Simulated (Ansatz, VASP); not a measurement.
**Two plane-wave programs on LiY3**

File POSCAR:

```
LiY3
1.0
    0.0000000000      3.8998520000      3.8998520000
    3.8998520000      0.0000000000      3.8998520000
    3.8998520000      3.8998520000      0.0000000000
Li Y
1 3
Direct
    0.0000000000      0.0000000000      0.0000000000
    0.2500000000      0.2500000000      0.2500000000
    0.7500000000      0.7500000000      0.7500000000
    0.5000000000      0.5000000000      0.5000000000
```

INCAR.step1

```
PREC     = Accurate       # precision mode
ENCUT    = 830            # plane-wave cutoff, eV
ISMEAR   = -1             # smearing method
SIGMA    = 0.05           # smearing width, eV
LREAL    = F              # projectors in reciprocal space
LASPH    = T              # aspherical terms in the spheres
NELM     = 120            # most SCF steps
NBANDS   = 26             # bands
GGA      = PE             # functional
ALGO     = Normal         # electronic algorithm
EDIFF    = 1E-5           # SCF threshold, eV
LWAVE    = T              # write WAVECAR
LCHARG   = F              # write CHGCAR
GGA_COMPAT= F
```

File INCAR.step2:

```
PREC     = Accurate       # precision mode
ENCUT    = 830            # plane-wave cutoff, eV
EDIFF    = 1E-6           # SCF threshold, eV
ISMEAR   = -1             # smearing method
SIGMA    = 0.05           # smearing width, eV
LREAL    = F              # projectors in reciprocal space
LASPH    = T              # aspherical terms in the spheres
NELM     = 120            # most SCF steps
ALGO     = Normal         # electronic algorithm
ISIF     = 2              # what is computed and relaxed
LWAVE    = F              # write WAVECAR
LCHARG   = F              # write CHGCAR
METAGGA  = R2SCAN         # meta-GGA
LMIXTAU  = T            
NBANDS   = 26             # bands
ISTART   = 1            
GGA_COMPAT= F
```

KPOINTS

```
Automatic mesh
0
Gamma
  6 6 6
```

Input for Ansatz:

```yaml
crystal:
  lattice:
    bravais: fcc
    a: 7.799704
  space_group: 225
  atoms:
    - { symbol: Li, position: [0.0, 0.0, 0.0] }
    - { symbol: "Y", position: [0.25, 0.75, 0.75] }
    - { symbol: "Y", position: [0.5, 0.0, 0.0] }
  reduce_to_primitive: true
basis:
  ecutwfc: 557.833418042754
kpoints:
  mp_grid:
    grid: [6, 6, 6]
hamiltonian:
  xc: r2scan
scf:
  convergence:
    dr2_threshold: 1.0e-10
  occupations:
    method: fermi_dirac
    width: 0.05
output:
  stress: true
```

Alike in both runs: task single point; functional r2SCAN; k mesh 6 × 6 × 6; occupations fermi-dirac, width 0.05 eV; no spin polarisation.

|  | VASP | Ansatz |
| --- | --- | --- |
| version | VASP 6.6.1 | Ansatz 0.2.0 |
| potentials or method | VASP PAW PBE potentials, release 64 (Li_sv, Y_sv), cutoff 830 eV | plane waves, PAW |
| valence electrons in the cell | 36 | 36 |

```tsv
	VASP	Ansatz	Ansatz less VASP
pressure (GPa)	0.4	0.4	-0.01
```

VASP's potentials were made for PBE, not for r2SCAN.
